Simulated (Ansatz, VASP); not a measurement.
**Two plane-wave programs on Te3O2**

```xyz
5
Lattice="3.8899 2.2458 3.0990 -3.8899 2.2458 3.0990 0.0000 -4.4917 3.0990" Properties=species:S:1:pos:R:3 pbc="T T T"
Te   -1.9449    1.1229    1.5495
Te    0.0000   -2.2458    1.5495
Te    1.9449    1.1229    1.5495
O     0.0000    0.0000    7.6119
O     0.0000    0.0000    1.6850
```

Change from the starting cell: species swapped into the Br2Cl3 type (R-3m, No. 166).

Alike in both runs: task relaxation of cell and atoms; functional PBE; k mesh 3 × 3 × 3; occupations gaussian, width 0.1 eV; no spin polarisation.

|  | VASP | Ansatz |
| --- | --- | --- |
| version | VASP 6.6.1 | Ansatz 0.2.0 |
| potentials or method | VASP PAW PBE potentials, release 64 (Te, O), cutoff 600 eV | scalar-relativistic, plane waves, PAW |
| valence electrons in the cell | 30 | 60 |

VASP gave:

```
gap on the k mesh at the Fermi level, each at its own relaxed structure (eV) : none
relaxed volume (Å³/atom)                                                     : 23.53
relaxed length of the cell vector where the two differ most in proportion (Å)              : 4.920
```

**Question.** What did Ansatz give for the same quantities?

**Answer.** gap on the k mesh at the Fermi level, each at its own relaxed structure (eV): none; relaxed volume (Å³/atom): 23.78; relaxed length of the cell vector where the two differ most in proportion (Å): 4.937.

A gap of «none» marks a metal or a gap that the smearing closes. VASP's potentials hold 30 valence electrons a cell and Ansatz's 60, so a difference there can come from the potentials and not from the codes.

The k mesh is coarse, so the values compare programs but aren't converged. Neither program's run includes spin-orbit coupling. Noted on VASP's run: the volume moved by over 15 % at a fixed basis, so the end points are rough.
